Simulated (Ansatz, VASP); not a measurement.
## YAl3N4 in VASP and in Ansatz

INCAR

```
SYSTEM = YAl3N4
PREC = Accurate
ENCUT = 520
EDIFF = 1E-7
ISMEAR = 0
SIGMA = 0.1
LREAL = .False.
LASPH = .True.
NELM = 100
ALGO = Normal
ISIF = 2
LWAVE = .False.
LCHARG = .False.
GGA = PE
NBANDS = 30
```

KPOINTS

```
Automatic mesh
0
Gamma
  6 6 6
  0 0 0
```

The input POSCAR:

```
YAl3N4
1.0
   -2.4083401000      2.4083401000      4.8166802000
    2.4083401000     -2.4083401000      4.8166802000
    2.4083401000      2.4083401000     -4.8166802000
Y Al N
1 3 4
Direct
    0.5000000000      0.5000000000      0.0000000000
    0.0000000000      0.0000000000      0.0000000000
    0.2500000000      0.7500000000      0.5000000000
    0.7500000000      0.2500000000      0.5000000000
    0.1250000000      0.1250000000      0.5000000000
    0.3750000000      0.8750000000      0.0000000000
    0.6250000000      0.6250000000      0.5000000000
    0.8750000000      0.3750000000      0.0000000000
```

Input for Ansatz:

```yaml
crystal:
  lattice:
    - [-2.4083401, 2.4083401, 4.8166802]
    - [2.4083401, -2.4083401, 4.8166802]
    - [2.4083401, 2.4083401, -4.8166802]
  atoms:
    - { symbol: "Y", position: [0.5, 0.5, 0.0] }
    - { symbol: Al, position: [0.0, 0.0, 0.0] }
    - { symbol: Al, position: [0.25, 0.75, 0.5] }
    - { symbol: Al, position: [0.75, 0.25, 0.5] }
    - { symbol: "N", position: [0.125, 0.125, 0.5] }
    - { symbol: "N", position: [0.375, 0.875, 0.0] }
    - { symbol: "N", position: [0.625, 0.625, 0.5] }
    - { symbol: "N", position: [0.875, 0.375, 0.0] }
basis:
  ecutwfc: 420
kpoints:
  mp_grid: { grid: [6, 6, 6] }
hamiltonian:
  xc: pbe
scf:
  occupations: { method: gaussian, width: 0.1 }
  lower_state_search: "off"
output:
  forces: true
  stress: true
  eigenvalues: true
```

Alike in both runs: task single point; functional PBE; k mesh 6 × 6 × 6; occupations gaussian, width 0.1 eV; no spin polarisation.

```csv
,VASP,Ansatz
version,VASP 6.6.1,Ansatz 0.2.0
potentials or method,"VASP PAW PBE potentials, release 64 (Y_sv, Al, N), cutoff 520 eV","scalar-relativistic, plane waves, PAW"
valence electrons in the cell,40,40
```

Ansatz gave:

- gap on the k mesh at the Fermi level (eV): 2.23
- least direct gap on the mesh (eV): 2.70
- pressure (GPa): -9.1
- traceless stress, the component that is largest in VASP (GPa): -0.13
- rms of the force components (eV/Å): 1.710

Q: What did VASP give for the same quantities?

A: gap on the k mesh at the Fermi level (eV): 2.22; least direct gap on the mesh (eV): 2.69; pressure (GPa): -9.3; traceless stress, the component that is largest in VASP (GPa): -0.13; rms of the force components (eV/Å): 1.707.

Atom by atom the forces differ by 0.002 eV/Å (rms over components).
